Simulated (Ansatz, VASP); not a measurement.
TaS2: VASP beside Ansatz

Contents of INCAR:

```
SYSTEM = TaS2
  PREC = Accurate
  ENCUT = 400
  EDIFF = 1E-8
  ISMEAR = -1
  SIGMA = 0.03
  LREAL = .FALSE.
  LASPH = .TRUE.
  NELM = 120
  ALGO = Normal
  ISIF = 2
  LWAVE = .FALSE.
  LCHARG = .FALSE.
  GGA = PE
  LEFG = .TRUE.
  NBANDS = 18
  GGA_COMPAT = .FALSE.
```

File KPOINTS:

```
Automatic mesh
0
G
  9 9 5
  0 0 0
```

The input POSCAR:

```
TaS2
1.0
    3.2816155415      0.0000000000      0.0000000000
   -1.6408077708      2.8419624244      0.0000000000
    0.0000000000      0.0000000000      5.7403745971
Ta S
1 2
Direct
    0.0000000000      0.0000000000      0.0000000000
    0.3333333333      0.6666666667      0.2500000000
    0.6666666667      0.3333333333      0.7500000000
```

Input for Ansatz:

```yaml
crystal:
  lattice:
    - [3.2816155415, 0.0, 0.0]
    - [-1.6408077708, 2.8419624244, 0.0]
    - [0.0, 0.0, 5.7403745971]
  atoms:
    - { symbol: Ta, position: [0.0, 0.0, 0.0] }
    - { symbol: S, position: [0.3333333333, 0.6666666667, 0.25] }
    - { symbol: S, position: [0.6666666667, 0.3333333333, 0.75] }
kpoints:
  mp_grid: { grid: [9, 9, 5] }
scf:
  occupations: { method: fermi_dirac, width: 0.03 }
hamiltonian:
  xc: pbe
  pseudopotentials: { kind: all_electron, datasets: crystal }
output:
  forces: true
  stress: true
  eigenvalues: true
  efg: { contact_densities: true }
```

Change from the starting cell: volume scaled by 0.94, crystal datasets.

Alike in both runs: task electric field gradients; functional PBE; k mesh 9 × 9 × 5; occupations fermi-dirac, width 0.03 eV; no spin polarisation.

|  | VASP | Ansatz |
| --- | --- | --- |
| version | VASP 6.6.1 | Ansatz 0.2.0 |
| potentials or method | VASP PAW PBE potentials, release 64 (Ta_pv, S), cutoff 400 eV | all-electron PAW with datasets made for the crystal, scalar-relativistic |

|  | VASP | Ansatz | Ansatz less VASP |
| --- | --- | --- | --- |
| pressure (GPa) | 20.3 | 20.1 | -0.16 |
| traceless stress, the component that is largest in VASP (GPa) | 3.41 | 3.33 | -0.084 |
| rms of the force components (eV/Å) | 1.143 | 1.127 | -0.0152 |
| size of Vzz on the site where it differs most (V/Å²) | 147.7 | 179.2 | +31.50 |

Atom by atom the forces differ by 0.015 eV/Å (rms over components). Ansatz ran all-electron here, and VASP with PAW potentials.

Neither program's run includes spin-orbit coupling.
